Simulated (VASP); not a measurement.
# C in VASP: further runs, part 2 of 3

VASP 6.6.1. The steps go on from the part before.

## 4. Single point, LDA (in-plane strain +0.02, then relaxed in part)

File INCAR:

```
SYSTEM = C
PREC     = Accurate       ! precision mode
ENCUT    = 910            ! plane-wave cutoff, eV
EDIFF    = 1E-6           ! SCF threshold, eV
ISMEAR   = 0              ! smearing method
SIGMA    = 0.01           ! smearing width, eV
LREAL    = .False.        ! projectors in reciprocal space
LASPH    = .True.         ! aspherical terms in the spheres
NELM     = 120            ! most SCF steps
ALGO     = Normal         ! electronic algorithm
ISIF     = 2              ! what is computed and relaxed
LWAVE    = .False.        ! write WAVECAR
LCHARG   = .False.        ! write CHGCAR
NBANDS   = 11             ! bands
GGA_COMPAT= .False.
```

File KPOINTS:

```
regular mesh
0
Gamma
  12 12 12
  0 0 0
```

File POSCAR:

```
C
1.0
    1.8011913352      1.8011913352      0.0000000000
   -1.8011913352      1.8011913352      0.0000000000
    0.0000000000      1.8011913352      1.7565094675
C
2
Direct
    0.5000000000      0.5000000000      0.0000000000
    0.7500000000      0.2500000000      0.5000000000
```

Potentials or basis: VASP PAW LDA potentials, release 64 (C_h).

Launch:

```bash
$ cat potpaw_LDA.64/C_h/POTCAR > POTCAR
$ mpirun -np 1 vasp_std > vasp.out
```

OUTCAR:

```text
SYSTEM = C
   PREC = Accurate
   ENCUT = 910
   EDIFF = 1E-6
   ISMEAR = 0
   LREAL = .False.
   LASPH = .True.
   NELM = 120
   ISIF = 2

 ion  position               nearest neighbor table
   1  0.500  0.500  0.000-
   2  0.750  0.250  0.500-

  LATTYP: Found a body centered tetragonal cell.
 ALAT       =     2.5472692147
 C/A-ratio  =     1.3791313909

  Lattice vectors:

 A1 = (   1.8011913352,   0.0000000000,  -1.7565094675)
 A2 = (  -1.8011913352,   0.0000000000,  -1.7565094675)
 A3 = (   0.0000000000,   1.8011913352,   1.7565094675)

Analysis of symmetry for initial positions (statically):
=====================================================================
 Subroutine PRICEL returns:
 Original cell was already a primitive cell.

 Routine SETGRP: Setting up the symmetry group for a
 body centered tetragonal supercell.

 Subroutine GETGRP returns: Found 16 space group operations
 (whereof  8 operations were pure point group operations)
 out of a pool of 16 trial point group operations.

The static configuration has the point symmetry D_2d.
 The point group associated with its full space group is D_4h.

Analysis of symmetry for dynamics (positions and initial velocities):
=====================================================================
 Subroutine PRICEL returns:
 Original cell was already a primitive cell.

 Routine SETGRP: Setting up the symmetry group for a
 body centered tetragonal supercell.

 Subroutine GETGRP returns: Found 16 space group operations
 (whereof  8 operations were pure point group operations)
 out of a pool of 16 trial point group operations.

The dynamic configuration has the point symmetry D_2d.
 The point group associated with its full space group is D_4h.

 Subroutine INISYM returns: Found 16 space group operations
 (whereof  8 operations are pure point group operations),
 and found     1 'primitive' translations

----------------------------------------------------------------------------------------

                                     Primitive cell
[... 114 lines left out ...]
  Thomas-Fermi vector in A             =   2.572012
   LORBIT       =      0    0 simple, 1 ext, 2 COOP (PROOUT), +10 PAW based schemes
   GGA     = CA    functional components
   LHFCALC =     F    Hartree Fock is set to
   AEXX    =    0.0000 exact exchange contribution
   IVDW    =     0    specifies the selected vdW correction
   LEPSILON=     F    determine dielectric tensor
   LRPA    =     F    only Hartree local field effects (RPA)
 non-spin polarized calculation
 Gauss-broadening in eV      SIGMA  =   0.01
  energy-cutoff  :      910.00
  volume of cell :       11.40
 maximum number of plane-waves:       740
 NGX is ok and might be reduce to    28
   NGX = 13   NGY = 13   NGZ = 13

 number of electron       8.0000000 magnetization

 Free energy of the ion-electron system (eV)
  ---------------------------------------------------
  ext. energy  EPLUGINS =         0.00000000
  ---------------------------------------------------
  free energy    TOTEN  =       -20.23756836 eV

  energy without entropy =      -20.23756836  energy(sigma->0) =      -20.23756836

 E-fermi :  11.2445     XC(G=0): -13.6272

 val. band max:       11.0370966415   @ k =   0.0000   0.0000   0.0000
 cond. band min:      14.5241930362   @ k =   0.0000   0.0000   0.3333
 fundamental gap:      3.4870963947
 Fermi energy:        11.2444512043

 k-point     1 :       0.0000    0.0000    0.0000
  band No.  band energies     occupation
      1     -10.4638      2.00000
      2      10.6709      2.00000
      3      10.6709      2.00000
      4      11.0371      2.00000
      5      16.1257      0.00000
      6      16.4309      0.00000
      7      16.4309      0.00000
      8      24.2266      0.00000
      9      29.7442      0.00000
     10      36.7078      0.00000
     11      37.6368      0.00000
[... 309 lines left out ...]
 k-point    24 :      -0.4167    0.1667    0.0000
  band No.  band energies     occupation
      1      -6.3423      2.00000
      2       1.1704      2.00000
      3       6.4186      2.00000
      4       6.9022      2.00000
      5      17.5491      0.00000
      6      21.3423      0.00000
      7      22.1071      0.00000
      8      23.4496      0.00000
      9      31.3775      0.00000
     10      32.7836      0.00000
     11      37.9532      0.00000

 [... further k-points ...]
[... 5 lines left out ...]
  --------------------------------------------------------------------------------------
  -------------------------------------------------------------------------------------
  Total       -1.5620436     -1.5620436      0.0410066      0.0000000      0.0000000     -0.0000000
  in kB     -219.5854438   -219.5854438      5.7645332      0.0000000      0.0000000     -0.0000000
  external PRESSURE =    -144.4687848 kB  Pullay stress =       0.0000000 kB

 VOLUME and BASIS-vectors are now :
 -----------------------------------------------------------------------------
  energy-cutoff  :      910.00
  volume of cell :       11.40
      direct lattice vectors                 reciprocal lattice vectors
     1.801191335  1.801191335  0.000000000     0.277594051  0.277594051 -0.284655454
    -1.801191335  1.801191335  0.000000000    -0.277594051  0.277594051 -0.284655454
     0.000000000  1.801191335  1.756509467     0.000000000  0.000000000  0.569310908

 POSITION                                       TOTAL-FORCE (eV/Angst)
 -----------------------------------------------------------------------------------
      0.00000      1.80119      0.00000         0.000000      0.000000      0.000000
      0.90060      2.70179      0.87825         0.000000     -0.000000      0.000000
 -----------------------------------------------------------------------------------
    total drift:                               -0.000000      0.000000     -0.000000

  FREE ENERGIE OF THE ION-ELECTRON SYSTEM (eV)
  ---------------------------------------------------
  free  energy   TOTEN  =       -20.2375683623 eV

  energy  without entropy=      -20.2375683623  energy(sigma->0) =      -20.23756836
```

OSZICAR:

```text
N       E                     dE             d eps       ncg     rms          rms(c)
DAV:   1     0.117736881567E+02    0.11774E+02   -0.66585E+03  3602   0.110E+03
DAV:   2    -0.199175787688E+02   -0.31691E+02   -0.30146E+02  5033   0.171E+02
DAV:   3    -0.209913014385E+02   -0.10737E+01   -0.10707E+01  4322   0.262E+01
DAV:   4    -0.209940850081E+02   -0.27836E-02   -0.27834E-02  3795   0.151E+00
DAV:   5    -0.209940885621E+02   -0.35540E-05   -0.35540E-05  4192   0.565E-02    0.488E+00
DAV:   6    -0.204361498123E+02    0.55794E+00   -0.29338E-01  3720   0.377E+00    0.262E+00
DAV:   7    -0.202377276459E+02    0.19842E+00   -0.35444E-01  4009   0.411E+00    0.353E-01
DAV:   8    -0.202375797990E+02    0.14785E-03   -0.84475E-03  3852   0.844E-01    0.278E-02
DAV:   9    -0.202375669742E+02    0.12825E-04   -0.39803E-05  4084   0.528E-02    0.140E-02
DAV:  10    -0.202375684528E+02   -0.14785E-05   -0.34112E-06  4051   0.165E-02    0.291E-03
DAV:  11    -0.202375683623E+02    0.90470E-07   -0.17571E-07  2029   0.396E-03
   1 F= -.20237568E+02 E0= -.20237568E+02  d E =0.000000E+00
```

stdout:

```text
POSCAR found type information on POSCAR C
 POSCAR found :  1 types and       2 ions
 scaLAPACK will be used
 LDA part: xc-table for (Slater(with rela. corr.)+CA(PZ))
 , standard interpolation
 POSCAR, INCAR and KPOINTS ok, starting setup
 FFT: planning ... GRIDC
 FFT: planning ... GRID_SOFT
 FFT: planning ... GRID
 WAVECAR not read
 entering main loop
```

Run time: 16 s. Hardware: 1 thread of Intel Xeon 6975P-C (Granite Rapids), shared host; peak memory 0.15 GiB.

Results:

```yaml
Free_energy: -20.2376 eV
Pressure: -14.4 GPa
Band_gap_on_the_k_mesh: 3.49 eV, indirect (least direct gap 5.09 eV)
```

Levels at points of the mesh, in eV from the valence-band top:
| k point | band 1 | band 2 | band 3 | band 4 | band 5 | band 6 | band 7 | band 8 | band 9 |
| --- | --- | --- | --- | --- | --- | --- | --- | --- | --- |
| (0.00, 0.00, 0.00) | -21.50 | -0.37 | -0.37 | 0.00 | 5.09 | 5.39 | 5.39 | 13.19 | 18.71 |
| (0.50, 0.00, 0.00) | -15.68 | -13.55 | -3.24 | -2.80 | 7.95 | 8.01 | 8.97 | 15.12 | 21.18 |
| (0.50, 0.50, 0.00) | -12.95 | -12.95 | -6.38 | -6.38 | 4.65 | 4.65 | 16.23 | 16.23 | 22.43 |
| (0.00, 0.00, 0.50) | -12.56 | -12.56 | -6.75 | -6.75 | 4.07 | 4.07 | 16.38 | 16.38 | 22.82 |

Caveat: the cell differs from its parent crystal (in-plane strain +0.02, then relaxed in part); the cutoff is under 1.25 times the usual one of these potentials, so pressure, stress and relaxed cells hold a basis-set (Pulay) error. A k mesh can miss the band edges.

## 5. Single point, LDA

This run uses another cell than the first one, of 5.51 Å³/atom, 0.971 times its volume.

File INCAR:

```
PREC = Accurate
ENCUT = 520
EDIFF = 1E-7
ISMEAR = 0
SIGMA = 0.01
LREAL = F
LASPH = T
NELM = 100
ALGO = Normal
ISIF = 2
LWAVE = F
LCHARG = F
GGA = CA
NBANDS = 11
```

File KPOINTS:

```
regular mesh
0
Gamma
  12 12 12
```

File POSCAR:

```
C
1.0
    1.7658738580      1.7658738580      0.0000000000
   -1.7658738580      1.7658738580      0.0000000000
    0.0000000000      1.7658738580      1.7658738580
C
2
Direct
    0.5000000000      0.5000000000      0.0000000000
    0.7500000000      0.2500000000      0.5000000000
```

Potentials or basis: VASP PAW LDA potentials, release 64 (C).

Launch:

```bash
$ cat potpaw_LDA.64/C/POTCAR > POTCAR
$ mpirun -np 1 vasp_std > vasp.out
```

OUTCAR:

```text
PREC = Accurate
   ENCUT = 520
   EDIFF = 1E-7
   ISMEAR = 0
   LREAL = F
   LASPH = T
   NELM = 100
   ISIF = 2
   GGA = CA

 ion  position               nearest neighbor table
   1  0.500  0.500  0.000-   2 1.53   2 1.53   2 1.53   2 1.53
   2  0.750  0.250  0.500-   1 1.53   1 1.53   1 1.53   1 1.53

  LATTYP: Found a face centered cubic cell.
 ALAT       =     3.5317477160

  Lattice vectors:

 A1 = (   0.0000000000,   1.7658738580,   1.7658738580)
 A2 = (   1.7658738580,   0.0000000000,   1.7658738580)
 A3 = (   1.7658738580,   1.7658738580,   0.0000000000)

Analysis of symmetry for initial positions (statically):
=====================================================================
 Subroutine PRICEL returns:
 Original cell was already a primitive cell.

 Routine SETGRP: Setting up the symmetry group for a
 face centered cubic supercell.

 Subroutine GETGRP returns: Found 48 space group operations
 (whereof 24 operations were pure point group operations)
 out of a pool of 48 trial point group operations.

The static configuration has the point symmetry T_d .
 The point group associated with its full space group is O_h .

Analysis of symmetry for dynamics (positions and initial velocities):
=====================================================================
 Subroutine PRICEL returns:
 Original cell was already a primitive cell.

 Routine SETGRP: Setting up the symmetry group for a
 face centered cubic supercell.

 Subroutine GETGRP returns: Found 48 space group operations
 (whereof 24 operations were pure point group operations)
 out of a pool of 48 trial point group operations.

The dynamic configuration has the point symmetry T_d .
 The point group associated with its full space group is O_h .

 Subroutine INISYM returns: Found 48 space group operations
 (whereof 24 operations are pure point group operations),
 and found     1 'primitive' translations

----------------------------------------------------------------------------------------

                                     Primitive cell

  volume of cell :      11.0131

  direct lattice vectors                    reciprocal lattice vectors
     1.765873858  1.765873858  0.000000000     0.283145932  0.283145932 -0.283145932
    -1.765873858  1.765873858  0.000000000    -0.283145932  0.283145932 -0.283145932
     0.000000000  1.765873858  1.765873858     0.000000000  0.000000000  0.566291865

  length of vectors
     2.497322759  2.497322759  2.497322759     0.490423141  0.490423141  0.566291865

  position of ions in fractional coordinates (direct lattice)
     0.500000000  0.500000000  0.000000000
     0.750000000  0.250000000  0.500000000

  ion indices of the primitive-cell ions
   primitive index   ion index
                 1           1
                 2           2

----------------------------------------------------------------------------------------

 KPOINTS: regular mesh

Automatic generation of k-mesh.
 Grid dimensions read from file:
 generate k-points for:   12   12   12

 Generating k-lattice:

  Cartesian coordinates                     Fractional coordinates (reciprocal lattice)
     0.023595494  0.023595494 -0.023595494     0.083333333  0.000000000  0.000000000
[... 39 lines left out ...]
 -0.416667  0.166667  0.000000     24.000000
 [... further k-points ...]
   k-points           NKPTS =     72   k-points in BZ     NKDIM =     72   number of bands    NBANDS=     11
   number of dos      NEDOS =    301   number of ions     NIONS =      2
   total plane-waves  NPLWV =   8000
   dimension x,y,z NGX =    20 NGY =   20 NGZ =   20
   dimension x,y,z NGXF=    40 NGYF=   40 NGZF=   40
   ions per type =               2
   NGX,Y,Z   is equivalent  to a cutoff of  13.31, 13.31, 13.31 a.u.
   NGXF,Y,Z  is equivalent  to a cutoff of  26.63, 26.63, 26.63 a.u.
 SYSTEM =  unknown system
   PREC   = accura    normal or accurate (medium, high low for compatibility)
   ISTART =      0    job   : 0-new  1-cont  2-samecut
   ICHARG =      2    charge: 1-file 2-atom 10-const
   ISPIN  =      1    spin polarized calculation?
   LNONCOLLINEAR =      F non collinear calculations
   LSORBIT =      F    spin-orbit coupling
   LASPH  =      T    aspherical Exc in radial PAW
   ENCUT  =  520.0 eV  38.22 Ry    6.18 a.u.   4.64  4.64  4.64*2*pi/ulx,y,z
   NELM   =    100;   NELMIN=  2; NELMDL= -5     # of ELM steps
   EDIFF  = 0.1E-06   stopping-criterion for ELM
   LREAL  =      F    real-space projection
   EDIFFG = 0.1E-05   stopping-criterion for IOM
   NSW    =      0    number of steps for IOM
   IBRION =     -1    ionic relax: 0-MD 1-quasi-New 2-CG
   NFREE  =      0    steps in history (QN), initial steepest desc. (CG)
   ISIF   =      2    stress and relaxation
   ISYM   =      2    0-nonsym 1-usesym 2-fastsym
   POTIM  = 0.5000    time-step for ionic-motion
   TEBEG  =    0.0;   TEEND  =   0.0 temperature during run
   PSTRESS=    0.0 pullay stress
   NELECT =       8.0000    total number of electrons
   NUPDOWN=      -1.0000    fix difference up-down
   EMIN   =  10.00;   EMAX   =-10.00  energy-range for DOS
   EFERMI =   0.00;   METHOD = LEGACY
   ISMEAR =     0;   SIGMA  =   0.01  broadening in eV -4-tet -1-fermi 0-gaus
   EFERMI_NEDOS =   21; number of points for ismear=-14 and -15
   IALGO  =     38    algorithm
   IMIX   =      4    mixing-type and parameters
     AMIX     =   0.40;   BMIX     =  1.00
     AMIX_MAG =   1.60;   BMIX_MAG =  1.00
  volume/ion in A,a.u.               =       5.51        37.16
  Fermi-wavevector in a.u.,A,eV,Ry     =   1.471641  2.780998 29.466500  2.165727
  Thomas-Fermi vector in A             =   2.586752
   LORBIT       =      0    0 simple, 1 ext, 2 COOP (PROOUT), +10 PAW based schemes
   GGA     = CA    functional components
   LHFCALC =     F    Hartree Fock is set to
   AEXX    =    0.0000 exact exchange contribution
   IVDW    =     0    specifies the selected vdW correction
   LEPSILON=     F    determine dielectric tensor
   LRPA    =     F    only Hartree local field effects (RPA)
 non-spin polarized calculation
 Gauss-broadening in eV      SIGMA  =   0.01
  energy-cutoff  :      520.00
  volume of cell :       11.01
 maximum number of plane-waves:       310
   NGX =  9   NGY =  9   NGZ =  9

 number of electron       7.9999998 magnetization

 Free energy of the ion-electron system (eV)
  ---------------------------------------------------
  ext. energy  EPLUGINS =         0.00000000
  ---------------------------------------------------
  free energy    TOTEN  =       -20.24520704 eV

  energy without entropy =      -20.24520704  energy(sigma->0) =      -20.24520704

 E-fermi :  10.2309     XC(G=0): -13.6432

 val. band max:       10.1613645730   @ k =   0.0000   0.0000   0.0000
 cond. band min:      14.3581870799   @ k =  -0.3333   0.3333   0.0000
 fundamental gap:      4.1968225069
 Fermi energy:        10.2309020112

 k-point     1 :       0.0000    0.0000    0.0000
  band No.  band energies     occupation
      1     -11.5555      2.00000
      2      10.1614      2.00000
      3      10.1614      2.00000
      4      10.1614      2.00000
      5      15.7872      0.00000
      6      15.7872      0.00000
      7      15.7872      0.00000
      8      24.3998      0.00000
      9      29.5573      0.00000
     10      37.1242      0.00000
     11      37.1242      0.00000
[... 309 lines left out ...]
 k-point    24 :      -0.4167    0.1667    0.0000
  band No.  band energies     occupation
      1      -7.2889      2.00000
      2       0.2619      2.00000
      3       5.8492      2.00000
      4       5.9977      2.00000
      5      16.8982      0.00000
      6      21.2848      0.00000
      7      21.6398      0.00000
      8      22.9822      0.00000
      9      31.2861      0.00000
     10      32.9706      0.00000
     11      37.8487      0.00000

 [... further k-points ...]

------------------------ aborting loop because EDIFF is reached ----------------------------------------

  FORCE on cell =-STRESS in cart. coord.  units (eV):
  Direction    XX          YY          ZZ          XY          YZ          ZX
  --------------------------------------------------------------------------------------
  -------------------------------------------------------------------------------------
  Total        0.1112973      0.1112973      0.1112973     -0.0000000      0.0000000     -0.0000000
  in kB       16.1914623     16.1914623     16.1914623     -0.0000000      0.0000000     -0.0000000
  external PRESSURE =      16.1914623 kB  Pullay stress =       0.0000000 kB

 VOLUME and BASIS-vectors are now :
 -----------------------------------------------------------------------------
  energy-cutoff  :      520.00
  volume of cell :       11.01
      direct lattice vectors                 reciprocal lattice vectors
     1.765873858  1.765873858  0.000000000     0.283145932  0.283145932 -0.283145932
    -1.765873858  1.765873858  0.000000000    -0.283145932  0.283145932 -0.283145932
     0.000000000  1.765873858  1.765873858     0.000000000  0.000000000  0.566291865

 POSITION                                       TOTAL-FORCE (eV/Angst)
 -----------------------------------------------------------------------------------
      0.00000      1.76587      0.00000        -0.000000      0.000000      0.000000
      0.88294      2.64881      0.88294         0.000000     -0.000000      0.000000
 -----------------------------------------------------------------------------------
    total drift:                                0.000000      0.000000      0.000000

  FREE ENERGIE OF THE ION-ELECTRON SYSTEM (eV)
  ---------------------------------------------------
  free  energy   TOTEN  =       -20.2452070370 eV

  energy  without entropy=      -20.2452070370  energy(sigma->0) =      -20.24520704
```

Wall time 9.1 s (1 thread of Intel Xeon 8259CL, shared host); peak memory 0.11 GiB.

Results:

```
Free energy            : -20.2452 eV
Pressure               : 1.6 GPa
Band gap on the k mesh : 4.20 eV, indirect (least direct gap 5.63 eV)
```

A k mesh can miss the band edges. LDA gaps usually lie below the measured ones, often by a third to a half.

## 6. Single point, LDA

This run uses another cell than the first one, of 5.51 Å³/atom, 0.971 times its volume.

File INCAR:

```
  PREC = Accurate
  ENCUT = 520
  EDIFF = 1E-7
  ISMEAR = 0
  SIGMA = 0.01
  LREAL = False
  LASPH = True
  NELM = 100
  ALGO = Normal
  ISIF = 2
  LWAVE = False
  LCHARG = False
  NBANDS = 11
```

File KPOINTS:

```
Automatic mesh
0
Gamma
  12 12 12
```

POSCAR is that of step 5.

Potentials or basis: VASP PAW LDA potentials, release 64 (C).

Launch:

```bash
$ cat potpaw_LDA.64/C/POTCAR > POTCAR
$ mpirun -np 1 vasp_std > vasp.out
```

It took 9 s on 1 thread of Intel Xeon 8259CL, shared host; peak memory 0.11 GiB.

It converged, with:

* Free energy: -20.2452 eV
* Pressure: 1.6 GPa
* Band gap on the k mesh: 4.20 eV, indirect (least direct gap 5.63 eV)

Levels at points of the mesh, in eV from the valence-band top:
```
           k point  band 2  band 3  band 4  band 5  band 6  band 7
(0.00, 0.00, 0.00)    0.00    0.00    0.00    5.63    5.63    5.63
(0.50, 0.00, 0.00)  -13.69   -2.87   -2.87    8.51    8.51    9.42
(0.50, 0.50, 0.00)  -12.82   -6.47   -6.47    4.77    4.77   17.08
```

(Part 2 of 3 ends here.)
